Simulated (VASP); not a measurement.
Here is a VASP 6.6.1 calculation.

INCAR

```
SYSTEM = AlN
ALGO = Normal
EDIFF = 1E-6
ENCUT = 600
GGA = PE
GGA_COMPAT = .False.
ISIF = 2
ISMEAR = 0
LASPH = .True.
LCHARG = .False.
LREAL = .False.
LWAVE = .False.
NBANDS = 11
NELM = 120
PREC = Accurate
SIGMA = 0.02
```

The input KPOINTS:

```
k-points
0
Gamma
  10 10 10
  0 0 0
```

POSCAR

```
AlN
1.0
    0.0000000000      2.1900000000      2.1900000000
    2.1900000000      0.0000000000      2.1900000000
    2.1900000000      2.1900000000      0.0000000000
Al N
1 1
Direct
    0.0000000000      0.0000000000      0.0000000000
    0.2500000000      0.2500000000      0.2500000000
```

Potentials or basis: VASP PAW PBE potentials, release 64 (Al, N).

The run is started by

```console
$ cat potpaw_PBE.64/Al/POTCAR potpaw_PBE.64/N/POTCAR > POTCAR
$ mpirun -np 1 vasp_std > vasp.out
```

Predict the band gap on the k mesh.

3.31 eV (least direct gap 4.12 eV).

Predict the pressure.

2.7 GPa.

A k mesh can miss the band edges.
